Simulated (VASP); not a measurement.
Here is a VASP 6.6.1 calculation.

INCAR

```
SYSTEM = SiNi
PREC = Accurate
ENCUT = 520
EDIFF = 1E-6
ISMEAR = -1
SIGMA = 0.08
LREAL = .FALSE.
LASPH = .TRUE.
NELM = 80
ALGO = Normal
ISIF = 2
LWAVE = .FALSE.
LCHARG = .FALSE.
GGA = PE
NBANDS = 14
```

The input KPOINTS:

```
regular mesh
0
G
  14 14 14
  0 0 0
```

File POSCAR:

```
SiNi
1.0
    0.0000000000      2.3704530262      2.3704530262
    2.3704530262      0.0000000000      2.3704530262
    2.3704530262      2.3704530262      0.0000000000
Ni Si
1 1
Direct
    0.0000000000      0.0000000000      0.0000000000
    0.5000000000      0.5000000000      0.5000000000
```

Potentials or basis: VASP PAW PBE potentials, release 64 (Ni, Si).

Launch:

```console
$ cat potpaw_PBE.64/Ni/POTCAR potpaw_PBE.64/Si/POTCAR > POTCAR
$ mpirun -np 1 vasp_std > vasp.out
```

**Question.** Estimate the pressure.

**Answer.** 0.0 GPa.

**Question.** Estimate the band gap on the k mesh.

**Answer.** Zero (bands 7 and 8 overlap by 4.87 eV).

Spin polarisation is off, so any magnetic state and its effect on volume and gap are missing.
